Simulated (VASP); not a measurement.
# Si (Im-3m) in VASP: settings compared, part 2 of 2

VASP 6.6.1. Earlier steps stand in the parts before.

## Step 5: Single point, PBE

This run uses another cell than the first one, of 14.64 Å³/atom, 1.818 times its volume.

Input file INCAR:

```
ALGO = Normal
EDIFF = 1E-6
ENCUT = 500
GGA = PE
GGA_COMPAT = F
ISIF = 2
ISMEAR = -1
LASPH = T
LCHARG = F
LREAL = F
LWAVE = F
NBANDS = 8
NELM = 120
PREC = Accurate
SIGMA = 0.05
```

Input file KPOINTS:

```
k-points
0
Gamma
  17 17 17
```

Input file POSCAR:

```
Si
1.0
   -1.5411780045      1.5411780045      1.5411780045
    1.5411780045     -1.5411780045      1.5411780045
    1.5411780045      1.5411780045     -1.5411780045
Si
1
Direct
    0.0000000000      0.0000000000      0.0000000000
```

Potentials or basis: VASP PAW PBE potentials, release 64 (Si).

The run is started by

```bash
$ cat potpaw_PBE.64/Si/POTCAR > POTCAR
$ mpirun -np 1 vasp_std > vasp.out
```

OUTCAR:

```text
EDIFF = 1E-6
   ENCUT = 500
   GGA = PE
   ISIF = 2
   ISMEAR = -1
   LASPH = T
   LREAL = F
   NELM = 120
   PREC = Accurate

 ion  position               nearest neighbor table
   1  0.000  0.000  0.000-

  LATTYP: Found a body centered cubic cell.
 ALAT       =     3.0823560090

  Lattice vectors:

 A1 = (  -1.5411780045,   1.5411780045,   1.5411780045)
 A2 = (   1.5411780045,  -1.5411780045,   1.5411780045)
 A3 = (   1.5411780045,   1.5411780045,  -1.5411780045)

Analysis of symmetry for initial positions (statically):
=====================================================================
 Subroutine PRICEL returns:
 Original cell was already a primitive cell.

 Routine SETGRP: Setting up the symmetry group for a
 body centered cubic supercell.

 Subroutine GETGRP returns: Found 48 space group operations
 (whereof 48 operations were pure point group operations)
 out of a pool of 48 trial point group operations.

The static configuration has the point symmetry O_h .

Analysis of symmetry for dynamics (positions and initial velocities):
=====================================================================
 Subroutine PRICEL returns:
 Original cell was already a primitive cell.

 Routine SETGRP: Setting up the symmetry group for a
 body centered cubic supercell.

 Subroutine GETGRP returns: Found 48 space group operations
 (whereof 48 operations were pure point group operations)
 out of a pool of 48 trial point group operations.

The dynamic configuration has the point symmetry O_h .

 Subroutine INISYM returns: Found 48 space group operations
 (whereof 48 operations are pure point group operations),
 and found     1 'primitive' translations

----------------------------------------------------------------------------------------

                                     Primitive cell

  volume of cell :      14.6426
[... 100 lines left out ...]
   EMIN   =  10.00;   EMAX   =-10.00  energy-range for DOS
   EFERMI =   0.00;   METHOD = LEGACY
   ISMEAR =    -1;   SIGMA  =   0.05  broadening in eV -4-tet -1-fermi 0-gaus
   EFERMI_NEDOS =   21; number of points for ismear=-14 and -15
   IALGO  =     38    algorithm
   IMIX   =      4    mixing-type and parameters
     AMIX     =   0.40;   BMIX     =  1.00
     AMIX_MAG =   1.60;   BMIX_MAG =  1.00
  volume/ion in A,a.u.               =      14.64        98.81
  Fermi-wavevector in a.u.,A,eV,Ry     =   1.062238  2.007340 15.352142  1.128351
  Thomas-Fermi vector in A             =   2.197682
   LORBIT       =      0    0 simple, 1 ext, 2 COOP (PROOUT), +10 PAW based schemes
   GGA     = PE    functional components
   LHFCALC =     F    Hartree Fock is set to
   AEXX    =    0.0000 exact exchange contribution
   IVDW    =     0    specifies the selected vdW correction
   LEPSILON=     F    determine dielectric tensor
   LRPA    =     F    only Hartree local field effects (RPA)
 non-spin polarized calculation
  energy-cutoff  :      500.00
  volume of cell :       14.64
 maximum number of plane-waves:       381
   NGX =  9   NGY =  9   NGZ =  9

 number of electron       3.9999999 magnetization

 Free energy of the ion-electron system (eV)
  ---------------------------------------------------
  ext. energy  EPLUGINS =         0.00000000
  ---------------------------------------------------
  free energy    TOTEN  =        -4.90347479 eV

  energy without entropy =       -4.89981454  energy(sigma->0) =       -4.90164467

 E-fermi :   9.8391     XC(G=0): -11.1480

 val. band max:        9.8239880257   @ k =  -0.4118   0.4118   0.4118
 cond. band min:       9.8442148841   @ k =  -0.2941   0.3529   0.1176
 fundamental gap:      0.0202268584
 Fermi energy:         9.8390857373

 k-point     1 :       0.0000    0.0000    0.0000
  band No.  band energies     occupation
      1      -4.3198      2.00000
      2      21.2649      0.00000
      3      21.2649      0.00000
      4      21.2649      0.00000
      5      22.4237      0.00000
      6      22.4237      0.00000
      7      22.4237      0.00000
      8      26.1134      0.00000
[... 243 lines left out ...]
 k-point    24 :       0.1765    0.1765    0.0000
  band No.  band energies     occupation
      1      -1.4801      2.00000
      2      11.9852      0.00000
      3      12.3719      0.00000
      4      16.9170      0.00000
      5      21.9068      0.00000
      6      22.8413      0.00000
      7      26.5886      0.00000
      8      27.7447      0.00000

 [... further k-points ...]
[... 5 lines left out ...]
  --------------------------------------------------------------------------------------
  -------------------------------------------------------------------------------------
  Total       -0.0039540     -0.0039540     -0.0039540      0.0000000      0.0000000     -0.0000000
  in kB       -0.4326421     -0.4326421     -0.4326421      0.0000000      0.0000000     -0.0000000
  external PRESSURE =      -0.4326421 kB  Pullay stress =       0.0000000 kB

 VOLUME and BASIS-vectors are now :
 -----------------------------------------------------------------------------
  energy-cutoff  :      500.00
  volume of cell :       14.64
      direct lattice vectors                 reciprocal lattice vectors
    -1.541178005  1.541178005  1.541178005     0.000000000  0.324427158  0.324427158
     1.541178005 -1.541178005  1.541178005     0.324427158  0.000000000  0.324427158
     1.541178005  1.541178005 -1.541178005     0.324427158  0.324427158  0.000000000

 POSITION                                       TOTAL-FORCE (eV/Angst)
 -----------------------------------------------------------------------------------
      0.00000      0.00000      0.00000        -0.000000     -0.000000      0.000000
 -----------------------------------------------------------------------------------
    total drift:                                0.000000      0.000000     -0.000000

  FREE ENERGIE OF THE ION-ELECTRON SYSTEM (eV)
  ---------------------------------------------------
  free  energy   TOTEN  =        -4.9034747870 eV

  energy  without entropy=       -4.8998145432  energy(sigma->0) =       -4.90164467
```

It took 9.8 s on 1 thread of Intel Xeon Platinum 8488C (Sapphire Rapids), shared host; peak memory 0.12 GiB.

What came out:

```
Free energy            : -4.9035 eV
Pressure               : 0.0 GPa
Band gap on the k mesh : zero (band 2 reaches 21.26 eV, above the bottom of band 3 at 5.87 eV)
```

## Step 6: Summary

| level | cell | k mesh | cutoff (eV) | smearing | gap on the mesh (eV) | pressure (GPa) |
| --- | --- | --- | --- | --- | --- | --- |
| PBE | a = 2.187 Å, angles 109.5°, 1 atom | 17 × 17 × 17, shifted | 500 | fermi-dirac 0.05 eV | none | 192.2 |
| PBE | a = 2.046 Å, angles 109.5°, 1 atom | 21 × 21 × 21 | 500 | tetrahedron | none | 386.7 |
| r2SCAN | a = 2.046 Å, angles 109.5°, 1 atom | 17 × 17 × 17, shifted | 550 | fermi-dirac 0.05 eV | none | 384.6 |
| PBE | a = 2.669 Å, angles 109.5°, 1 atom | 17 × 17 × 17 | 500 | fermi-dirac 0.05 eV | none | 0.0 |

Alike in all rows: task single point; potentials or basis VASP PAW PBE potentials, release 64 (Si); no spin polarisation.

Caveats: the PAW data sets were made with another functional, which shifts forces and pressure a little (some runs).

Total energies depend on the potentials used, so only differences within one code and one set of settings carry meaning.
